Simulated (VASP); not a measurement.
Set up this calculation in VASP 6.6.1, as the native input.

```yaml
Task: single point
Functional: PBE
Potentials_or_basis: VASP PAW PBE potentials, release 64 (B, N)
Cutoff: 520 eV
k_mesh: 12 × 12 × 6
Occupations: gaussian, width 0.05 eV
Spin: no spin polarisation
Dipole_correction: no
Further_INCAR_settings: ALGO = Normal; EDIFF = 1e-07; NBANDS = 16
```

The structure of BN lies in POSCAR:

```
BN
1.0
    2.6312174989      0.0000000000      0.0000000000
   -1.3156087494      2.2787011969      0.0000000000
    0.0000000000      0.0000000000      4.2878822532
B N
2 2
Direct
    0.6666666667      0.3333333333      0.9998058547
    0.3333333333      0.6666666667      0.4998058547
    0.6666666667      0.3333333333      0.6251941453
    0.3333333333      0.6666666667      0.1251941453
```

This cell differs from its parent crystal: strain +0.030 along x and y, +0.015 along z.

One way to write it, as run:

INCAR

```
PREC = Accurate
ENCUT = 520
EDIFF = 1E-7
ISMEAR = 0
SIGMA = 0.05
LREAL = F
LASPH = T
NELM = 60
ALGO = Normal
ISIF = 2
LWAVE = F
LCHARG = F
GGA = PE
NBANDS = 16
```

KPOINTS

```
regular mesh
0
Gamma
  12 12 6
```

Potentials or basis: VASP PAW PBE potentials, release 64 (B, N).

Launch:

```bash
$ cat potpaw_PBE.64/B/POTCAR potpaw_PBE.64/N/POTCAR > POTCAR
$ mpirun -np 1 vasp_std > vasp.out
```

It gave:

* Pressure: -23.8 GPa
* Largest force: 0.017 eV/Å
* Band gap on the k mesh: 5.35 eV, indirect (least direct gap 7.77 eV)

Caveat: the cell differs from its parent crystal (strain +0.030 along x and y, +0.015 along z).

It took 21 s on 1 thread of Intel Xeon 6975P-C (shared host), peak memory 0.15 GiB.
